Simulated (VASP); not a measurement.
# Ge2F (Fmmm) in VASP: further runs

The runs below take Ge2F through single point, relaxation of cell and atoms, with PBE.

All numbers are computed with VASP 6.6.1; they aren't measurements. Logs are shortened: lines on timing, memory, paths and dates and some standing lists are left out, and cuts for length are marked.

### 1 The cell of the first run

Symmetry: Fmmm, No. 69, orthorhombic system. The conventional cell has a = 3.766 Å, b = 3.964 Å, c = 12.468 Å, α = 90.00°, β = 90.00°, γ = 90.00°. Within 3.6 Å of Ge (site symmetry mm2) lie 8 Ge at 2.73 to 3.00 Å and 4 F at 2.74 to 2.81 Å. F (site symmetry mmm) has 4 F at 2.73 Å and 8 Ge at 2.74 to 2.81 Å within 3.6 Å.

The cell was built from a structure type or drawn by symmetry, and may not be a known phase.

### 2 Single point, PBE

File INCAR:

```
SYSTEM = Ge2F
PREC = Accurate
ENCUT = 520
EDIFF = 1E-6
ISMEAR = 0
SIGMA = 0.1
LREAL = .FALSE.
LASPH = .TRUE.
NELM = 100
ALGO = Normal
ISIF = 2
LWAVE = .FALSE.
LCHARG = .FALSE.
GGA = PE
NBANDS = 24
```

File KPOINTS:

```
Automatic mesh
0
G
  6 6 6
  0 0 0
```

File POSCAR:

```
Ge2F
1.0
    0.0000000000      1.9817832600      6.2340669300
    1.8829627600      0.0000000000      6.2340669300
    1.8829627600      1.9817832600      0.0000000000
Ge F
2 1
Direct
    0.3405790000      0.3405790000      0.6594210000
    0.6594210000      0.6594210000      0.3405790000
    0.0000000000      0.0000000000      0.0000000000
```

Potentials or basis: VASP PAW PBE potentials, release 64 (Ge_d, F).

On the command line:

```console
$ cat potpaw_PBE.64/Ge_d/POTCAR potpaw_PBE.64/F/POTCAR > POTCAR
$ mpirun -np 1 vasp_std > vasp.out
```

OUTCAR:

```text
SYSTEM = Ge2F
   PREC = Accurate
   ENCUT = 520
   EDIFF = 1E-6
   ISMEAR = 0
   LREAL = .FALSE.
   LASPH = .TRUE.
   NELM = 100
   ISIF = 2
   GGA = PE

 ion  position               nearest neighbor table
   1  0.341  0.341  0.659-
   2  0.659  0.659  0.341-
   3  0.000  0.000  0.000-

  LATTYP: Found a face centered orthorhombic cell.
 ALAT       =     3.7659255200
 B/A-ratio  =     1.0524813884
 C/A-ratio  =     3.3107754770

  Lattice vectors:

 A1 = (   0.0000000000,   1.9817832600,   6.2340669300)
 A2 = (   1.8829627600,   0.0000000000,   6.2340669300)
 A3 = (   1.8829627600,   1.9817832600,   0.0000000000)

Analysis of symmetry for initial positions (statically):
=====================================================================
 Subroutine PRICEL returns:
 Original cell was already a primitive cell.

 Routine SETGRP: Setting up the symmetry group for a
 face centered orthorhombic supercell.

 Subroutine GETGRP returns: Found  8 space group operations
 (whereof  8 operations were pure point group operations)
 out of a pool of  8 trial point group operations.

The static configuration has the point symmetry D_2h.

Analysis of symmetry for dynamics (positions and initial velocities):
=====================================================================
 Subroutine PRICEL returns:
 Original cell was already a primitive cell.

 Routine SETGRP: Setting up the symmetry group for a
 face centered orthorhombic supercell.

 Subroutine GETGRP returns: Found  8 space group operations
 (whereof  8 operations were pure point group operations)
 out of a pool of  8 trial point group operations.

The dynamic configuration has the point symmetry D_2h.

 Subroutine INISYM returns: Found  8 space group operations
 (whereof  8 operations are pure point group operations),
 and found     1 'primitive' translations

----------------------------------------------------------------------------------------

                                     Primitive cell

  volume of cell :      46.5264

  direct lattice vectors                    reciprocal lattice vectors
     0.000000000  1.981783260  6.234066930    -0.265538974  0.252298024  0.080204465
     1.882962760  0.000000000  6.234066930     0.265538974 -0.252298024  0.080204465
     1.882962760  1.981783260  0.000000000     0.265538974  0.252298024 -0.080204465

  length of vectors
[... 82 lines left out ...]
   ENCUT  =  520.0 eV  38.22 Ry    6.18 a.u.  12.16 12.11  5.08*2*pi/ulx,y,z
   NELM   =    100;   NELMIN=  2; NELMDL= -5     # of ELM steps
   EDIFF  = 0.1E-05   stopping-criterion for ELM
   LREAL  =      F    real-space projection
   EDIFFG = 0.1E-04   stopping-criterion for IOM
   NSW    =      0    number of steps for IOM
   IBRION =     -1    ionic relax: 0-MD 1-quasi-New 2-CG
   NFREE  =      0    steps in history (QN), initial steepest desc. (CG)
   ISIF   =      2    stress and relaxation
   ISYM   =      2    0-nonsym 1-usesym 2-fastsym
   POTIM  = 0.5000    time-step for ionic-motion
   TEBEG  =    0.0;   TEEND  =   0.0 temperature during run
   PSTRESS=    0.0 pullay stress
   NELECT =      35.0000    total number of electrons
   NUPDOWN=      -1.0000    fix difference up-down
   EMIN   =  10.00;   EMAX   =-10.00  energy-range for DOS
   EFERMI =   0.00;   METHOD = LEGACY
   ISMEAR =     0;   SIGMA  =   0.10  broadening in eV -4-tet -1-fermi 0-gaus
   EFERMI_NEDOS =   21; number of points for ismear=-14 and -15
   IALGO  =     38    algorithm
   IMIX   =      4    mixing-type and parameters
     AMIX     =   0.40;   BMIX     =  1.00
     AMIX_MAG =   1.60;   BMIX_MAG =  1.00
  volume/ion in A,a.u.               =      15.51       104.66
  Fermi-wavevector in a.u.,A,eV,Ry     =   1.488896  2.813606 30.161554  2.216812
  Thomas-Fermi vector in A             =   2.601873
   LORBIT       =      0    0 simple, 1 ext, 2 COOP (PROOUT), +10 PAW based schemes
   GGA     = PE    functional components
   LHFCALC =     F    Hartree Fock is set to
   AEXX    =    0.0000 exact exchange contribution
   IVDW    =     0    specifies the selected vdW correction
   LEPSILON=     F    determine dielectric tensor
   LRPA    =     F    only Hartree local field effects (RPA)
 non-spin polarized calculation
 Gauss-broadening in eV      SIGMA  =   0.10
  energy-cutoff  :      520.00
  volume of cell :       46.53
 maximum number of plane-waves:      1270
 NGX is ok and might be reduce to    50
   NGX = 25   NGY = 25   NGZ = 11

 number of electron      35.0000009 magnetization

 Free energy of the ion-electron system (eV)
  ---------------------------------------------------
  ext. energy  EPLUGINS =         0.00000000
  ---------------------------------------------------
  free energy    TOTEN  =       -12.18376701 eV

  energy without entropy =      -12.17772809  energy(sigma->0) =      -12.18074755

 E-fermi :   5.4364     XC(G=0): -11.1010

 val. band max:        5.3745190605   @ k =  -0.1667   0.5000   0.3333
 cond. band min:       5.4699599575   @ k =  -0.3333   0.3333   0.3333
 fundamental gap:      0.0954408970
 Fermi energy:         5.4364022550

 k-point     1 :       0.0000    0.0000    0.0000
  band No.  band energies     occupation
      1     -19.6430      2.00000
      2     -19.6174      2.00000
      3     -19.6046      2.00000
      4     -19.5800      2.00000
      5     -19.5115      2.00000
      6     -19.5035      2.00000
[... 637 lines left out ...]
     23      18.0800      0.00000
     24      18.9688      0.00000

 [... further k-points ...]

------------------------ aborting loop because EDIFF is reached ----------------------------------------

  FORCE on cell =-STRESS in cart. coord.  units (eV):
  Direction    XX          YY          ZZ          XY          YZ          ZX
  --------------------------------------------------------------------------------------
  -------------------------------------------------------------------------------------
  Total        0.6916000      1.3433710     -0.3778269     -0.0000000      0.0000000      0.0000000
  in kB       23.8158575     46.2601675    -13.0108043     -0.0000000      0.0000000      0.0000000
  external PRESSURE =      19.0217402 kB  Pullay stress =       0.0000000 kB

 VOLUME and BASIS-vectors are now :
 -----------------------------------------------------------------------------
  energy-cutoff  :      520.00
  volume of cell :       46.53
      direct lattice vectors                 reciprocal lattice vectors
     0.000000000  1.981783260  6.234066930    -0.265538974  0.252298024  0.080204465
     1.882962760  0.000000000  6.234066930     0.265538974 -0.252298024  0.080204465
     1.882962760  1.981783260  0.000000000     0.265538974  0.252298024 -0.080204465

 POSITION                                       TOTAL-FORCE (eV/Angst)
 -----------------------------------------------------------------------------------
      1.88296      1.98178      4.24638         0.000000      0.000000      0.941112
      1.88296      1.98178      8.22175         0.000000      0.000000     -0.941112
      0.00000      0.00000      0.00000         0.000000     -0.000000     -0.000000
 -----------------------------------------------------------------------------------
    total drift:                               -0.000000     -0.000000     -0.000000

  FREE ENERGIE OF THE ION-ELECTRON SYSTEM (eV)
  ---------------------------------------------------
  free  energy   TOTEN  =       -12.1837670059 eV

  energy  without entropy=      -12.1777280936  energy(sigma->0) =      -12.18074755
```

stdout:

```text
POSCAR found type information on POSCAR GeF
 POSCAR found :  2 types and       3 ions
 scaLAPACK will be used
 LDA part: xc-table for (Slater+PW92), standard interpolation
 POSCAR, INCAR and KPOINTS ok, starting setup
 FFT: planning ... GRIDC
 FFT: planning ... GRID_SOFT
 FFT: planning ... GRID
 WAVECAR not read
 entering main loop
```

Run time: 1.8 min. Hardware: 1 thread of Intel Xeon 8259CL, shared host; peak memory 0.23 GiB.

What came out:

| Item | Value |
| --- | --- |
| Free energy | -12.1838 eV |
| Pressure | 1.9 GPa |
| Largest force | 0.941 eV/Å |
| Band gap on the k mesh | zero (an odd number of electrons rules out a gap without spin polarisation) |

Forces in eV/Å, atoms in the order of the input:
```
Ge   0.000  0.000  0.941
Ge   0.000  0.000 -0.941
F    0.000  0.000  0.000
```

Levels at points of the mesh, in eV from the Fermi level:
```tsv
k point	band 16	band 17	band 18	band 19	band 20	band 21
(0.00, 0.00, 0.00)	-2.49	-2.36	5.74	5.78	6.11	8.89
(0.50, 0.00, 0.00)	-3.82	-2.20	-1.69	2.39	3.32	9.62
(0.50, 0.50, 0.00)	-2.36	0.29	3.25	5.87	6.20	8.67
(0.50, 0.00, 0.50)	-3.34	-2.62	-2.56	-0.42	1.01	2.09
(0.00, 0.50, 0.50)	-3.39	-3.26	-1.98	0.31	0.37	2.20
```

Caveat: the k points lie up to 0.39 Å⁻¹ apart, too coarse for converged energies and pressures of a metal; an odd number of electrons without spin polarisation forces a metal; a magnetic or distorted state may lie lower.

### 3 Single point, PBE

This run uses another cell than the first one, of 15.82 Å³/atom.

File INCAR:

```
  ALGO = Normal
  EDIFF = 1E-7
  ENCUT = 520
  GGA = PE
  ISIF = 2
  ISMEAR = 0
  LASPH = True
  LCHARG = False
  LREAL = False
  LWAVE = False
  NBANDS = 24
  NELM = 60
  PREC = Accurate
  SIGMA = 0.1
```

File KPOINTS:

```
k-points
0
Gamma
  6 6 6
```

File POSCAR:

```
Ge2F
1.0
    0.0000000000      2.0882768753      6.1483362699
    1.8484708873      0.0000000000      6.1483362699
    1.8484708873      2.0882768753      0.0000000000
Ge F
2 1
Direct
    0.3465333096      0.3465333096      0.6534666904
    0.6534666904      0.6534666904      0.3465333096
    0.0000000000      0.0000000000      0.0000000000
```

Potentials or basis: VASP PAW PBE potentials, release 64 (Ge_d, F).

On the command line:

```console
$ cat potpaw_PBE.64/Ge_d/POTCAR potpaw_PBE.64/F/POTCAR > POTCAR
$ mpirun -np 1 vasp_std > vasp.out
```

OUTCAR:

```text
EDIFF = 1E-7
   ENCUT = 520
   GGA = PE
   ISIF = 2
   ISMEAR = 0
   LASPH = True
   LREAL = False
   NELM = 60
   PREC = Accurate

 ion  position               nearest neighbor table
   1  0.347  0.347  0.653-
   2  0.653  0.653  0.347-
   3  0.000  0.000  0.000-

  LATTYP: Found a face centered orthorhombic cell.
 ALAT       =     3.6969417746
 B/A-ratio  =     1.1297320881
[... 840 lines left out ...]

------------------------ aborting loop because EDIFF is reached ----------------------------------------

  FORCE on cell =-STRESS in cart. coord.  units (eV):
  Direction    XX          YY          ZZ          XY          YZ          ZX
  --------------------------------------------------------------------------------------
  -------------------------------------------------------------------------------------
  Total       -0.0164820      0.0052859     -0.0183119     -0.0000000      0.0000000      0.0000000
  in kB       -0.5563281      0.1784182     -0.6180945     -0.0000000      0.0000000      0.0000000
  external PRESSURE =      -0.3320015 kB  Pullay stress =       0.0000000 kB

 VOLUME and BASIS-vectors are now :
 -----------------------------------------------------------------------------
  energy-cutoff  :      520.00
  volume of cell :       47.47
      direct lattice vectors                 reciprocal lattice vectors
     0.000000000  2.088276875  6.148336270    -0.270493846  0.239431852  0.081322813
     1.848470887  0.000000000  6.148336270     0.270493846 -0.239431852  0.081322813
     1.848470887  2.088276875  0.000000000     0.270493846  0.239431852 -0.081322813

 POSITION                                       TOTAL-FORCE (eV/Angst)
 -----------------------------------------------------------------------------------
      1.84847      2.08828      4.26121         0.000000      0.000000      0.007724
      1.84847      2.08828      8.03547         0.000000      0.000000     -0.007724
      0.00000      0.00000      0.00000        -0.000000     -0.000000     -0.000000
 -----------------------------------------------------------------------------------
    total drift:                                0.000000      0.000000      0.000000

  FREE ENERGIE OF THE ION-ELECTRON SYSTEM (eV)
  ---------------------------------------------------
  free  energy   TOTEN  =       -12.2933585443 eV

  energy  without entropy=      -12.2888487922  energy(sigma->0) =      -12.29110367
```

OSZICAR:

```text
N       E                     dE             d eps       ncg     rms          rms(c)
DAV:   1     0.261528980418E+03    0.26153E+03   -0.17174E+04  2720   0.381E+03
DAV:   2     0.240345542262E+02   -0.23749E+03   -0.22828E+03  2288   0.720E+02
DAV:   3    -0.121518270222E+02   -0.36186E+02   -0.35823E+02  2544   0.157E+02
DAV:   4    -0.133130726105E+02   -0.11612E+01   -0.11605E+01  2576   0.320E+01
DAV:   5    -0.133319494579E+02   -0.18877E-01   -0.18876E-01  2576   0.467E+00    0.597E+00
DAV:   6    -0.123746952330E+02    0.95725E+00   -0.38275E+00  2768   0.194E+01    0.293E+00
DAV:   7    -0.123102730316E+02    0.64422E-01   -0.48511E-01  2344   0.463E+00    0.123E+00
DAV:   8    -0.122939922168E+02    0.16281E-01   -0.12549E-01  2760   0.283E+00    0.323E-01
DAV:   9    -0.122931828489E+02    0.80937E-03   -0.84413E-03  2744   0.745E-01    0.990E-02
DAV:  10    -0.122934598821E+02   -0.27703E-03   -0.95603E-04  2696   0.473E-01    0.531E-02
DAV:  11    -0.122933561799E+02    0.10370E-03   -0.23561E-04  3008   0.202E-01    0.105E-02
DAV:  12    -0.122933579954E+02   -0.18155E-05   -0.39634E-05  2496   0.649E-02    0.537E-03
DAV:  13    -0.122933586734E+02   -0.67803E-06   -0.28332E-06  2600   0.187E-02    0.318E-03
DAV:  14    -0.122933585278E+02    0.14565E-06   -0.46980E-07  2120   0.624E-03    0.286E-04
DAV:  15    -0.122933585443E+02   -0.16527E-07   -0.45002E-08  1424   0.220E-03
   1 F= -.12293359E+02 E0= -.12291104E+02  d E =-.450975E-02
```

stdout:

```text
POSCAR found type information on POSCAR GeF
 POSCAR found :  2 types and       3 ions
 scaLAPACK will be used
 LDA part: xc-table for (Slater+PW92), standard interpolation
 POSCAR, INCAR and KPOINTS ok, starting setup
 FFT: planning ... GRIDC
 FFT: planning ... GRID_SOFT
 FFT: planning ... GRID
 WAVECAR not read
 entering main loop
```

Wall time 1.9 min (1 thread of Intel Xeon 8259CL, shared host); peak memory 0.24 GiB.

What came out:

- Free energy: -12.2934 eV
- Pressure: 0.0 GPa
- Largest force: 0.008 eV/Å
- Band gap on the k mesh: zero (an odd number of electrons rules out a gap without spin polarisation)

Forces in eV/Å, atoms in the order of the input:
```
Ge   0.000  0.000  0.008
Ge   0.000  0.000 -0.008
F    0.000  0.000  0.000
```

Levels at points of the mesh, in eV from the Fermi level:
| k point | band 14 | band 15 | band 16 | band 17 | band 18 | band 19 | band 20 | band 21 |
| --- | --- | --- | --- | --- | --- | --- | --- | --- |
| (0.00, 0.00, 0.00) | -3.30 | -3.27 | -2.94 | -2.56 | 5.56 | 5.58 | 6.42 | 8.37 |
| (0.50, 0.00, 0.00) | -5.94 | -4.48 | -3.60 | -2.91 | -1.60 | 2.40 | 3.18 | 8.66 |
| (0.50, 0.50, 0.00) | -5.33 | -3.27 | -2.94 | 0.36 | 2.68 | 5.78 | 6.49 | 8.04 |
| (0.50, 0.00, 0.50) | -4.71 | -4.27 | -3.02 | -2.56 | -1.65 | -0.88 | 1.59 | 1.72 |
| (0.00, 0.50, 0.50) | -4.81 | -3.58 | -3.56 | -3.41 | -1.08 | -0.01 | 0.88 | 2.44 |

Caveat: the k points lie up to 0.39 Å⁻¹ apart, too coarse for converged energies and pressures of a metal; an odd number of electrons without spin polarisation forces a metal; a magnetic or distorted state may lie lower.

### 4 Relaxation of cell and atoms, PBE

File INCAR:

```
PREC = Accurate
ENCUT = 600
EDIFF = 1E-6
ISMEAR = 0
SIGMA = 0.1
LREAL = F
LASPH = T
NELM = 100
ALGO = Normal
ISIF = 3
LWAVE = F
LCHARG = F
GGA = PE
IBRION = 2
NSW = 90
EDIFFG = -0.04
```

File KPOINTS:

```
regular mesh
0
Gamma
  6 6 6
```

File POSCAR:

```
Ge2F
1.0
    0.0000000000      1.9817832600      6.2340669300
    1.8829627600      0.0000000000      6.2340669300
    1.8829627600      1.9817832600      0.0000000000
Ge F
2 1
Direct
    0.3405790000      0.3405790000      0.6594210000
    0.6594210000      0.6594210000      0.3405790000
    0.0000000000      0.0000000000      0.0000000000
```

On the command line:

```console
$ cat potpaw_PBE.64/Ge_d/POTCAR potpaw_PBE.64/F/POTCAR > POTCAR
$ mpirun -np 1 vasp_std > vasp.out
```

Run time: 14 min. Hardware: 1 thread of Intel Xeon 8259CL, shared host; peak memory 0.28 GiB.

Results (log left out):

```
Free energy                           : -12.2940 eV
Relaxed volume                        : 15.80 Å³/atom
Relaxed cell                          : a = 6.500 Å, b = 6.427 Å, c = 2.786 Å, α = 79.04°, β = 76.08°, γ = 24.88°
Space group after relaxing (to 0.1 Å) : Fmmm (No. 69)
Energy gained by relaxing             : 36.3 meV/atom
Ionic steps                           : 12
Pressure after relaxing               : 0.0 GPa
Largest force after relaxing          : 0.014 eV/Å
Band gap on the k mesh                : zero (an odd number of electrons rules out a gap without spin polarisation)
```

Forces on the atoms (eV/Å):
```
Ge   0.000  0.000 -0.014
Ge   0.000  0.000  0.014
F    0.000  0.000  0.000
```

Stress tensor (GPa, compression positive):
```
 0.12  0.00  0.00
 0.00  0.16  0.00
 0.00  0.00 -0.18
```

Step by step:
```csv
step,energy change (eV),largest force (eV/Å),pressure (GPa),volume (Å³)
1,0.0000,0.9425,1.82,46.53
2,-0.0834,0.3953,-0.20,47.71
3,-0.0966,0.0831,-1.22,48.44
4,-0.1027,0.0230,0.06,47.57
5,-0.1029,0.0339,0.00,47.48
6,-0.1028,0.0575,0.44,47.31
7,-0.1029,0.0439,0.43,47.41
8,-0.1029,0.0390,0.26,47.44
9,-0.1051,0.0485,0.15,47.44
10,-0.1077,0.0703,-0.02,47.41
11,-0.1077,0.0693,0.00,47.42
12,-0.1088,0.0140,0.04,47.41
```

Final structure:
```xyz
3
Lattice="0.0000 2.0870 6.1561 1.8450 0.0000 6.1561 1.8450 2.0870 0.0000" Properties=species:S:1:pos:R:3 pbc="T T T"
Ge    1.8450    2.0870    4.2686
Ge    1.8450    2.0870    8.0436
F     0.0000    0.0000    0.0000
```

Levels at points of the mesh, in eV from the Fermi level:
```csv
k point,band 13,band 14,band 15,band 16,band 17,band 18,band 19,band 20,band 21
"(0.00, 0.00, 0.00)",-9.91,-3.32,-3.27,-2.94,-2.57,5.53,5.63,6.47,8.39
"(0.50, 0.00, 0.00)",-7.79,-5.95,-4.49,-3.61,-2.91,-1.60,2.39,3.18,8.69
"(0.50, 0.50, 0.00)",-9.17,-5.35,-3.28,-2.94,0.36,2.66,5.83,6.54,8.06
"(0.50, 0.00, 0.50)",-4.72,-4.71,-4.28,-2.99,-2.55,-1.62,-0.90,1.59,1.74
"(0.00, 0.50, 0.50)",-4.94,-4.82,-3.55,-3.55,-3.40,-1.05,-0.03,0.89,2.47
```

Caveat: the k points lie up to 0.39 Å⁻¹ apart in the final cell, too coarse for converged energies and pressures of a metal; an odd number of electrons without spin polarisation forces a metal; a magnetic or distorted state may lie lower.

### 5 Overview

```tsv
task	cell	cutoff (eV)	gap on the mesh (eV)	pressure (GPa)	largest force (eV/Å)
single point	a = 6.541, b = 6.512, c = 2.734 Å, angles 78.5, 77.3, 24.2°, 3 atoms, atomic positions A	520	none	1.9	0.94
single point	a = 6.493, b = 6.420, c = 2.789 Å, angles 79.0, 76.1, 24.9°, 3 atoms, atomic positions B	520	none	0.0	0.01
relaxation of cell and atoms	relaxed from a = 6.541, b = 6.512, c = 2.734 Å, angles 78.5, 77.3, 24.2°, 3 atoms, atomic positions A	600	none	0.0	0.01
```

Alike in all rows: level PBE; potentials or basis VASP PAW PBE potentials, release 64 (Ge_d, F); no spin polarisation; k mesh 6 × 6 × 6; smearing gaussian 0.1 eV.

Caveats: all runs use coarse meshes; an odd number of electrons without spin polarisation forces a metal; a magnetic or distorted state may lie lower.

Total energies depend on the potentials used, so only differences within one code and one set of settings carry meaning.
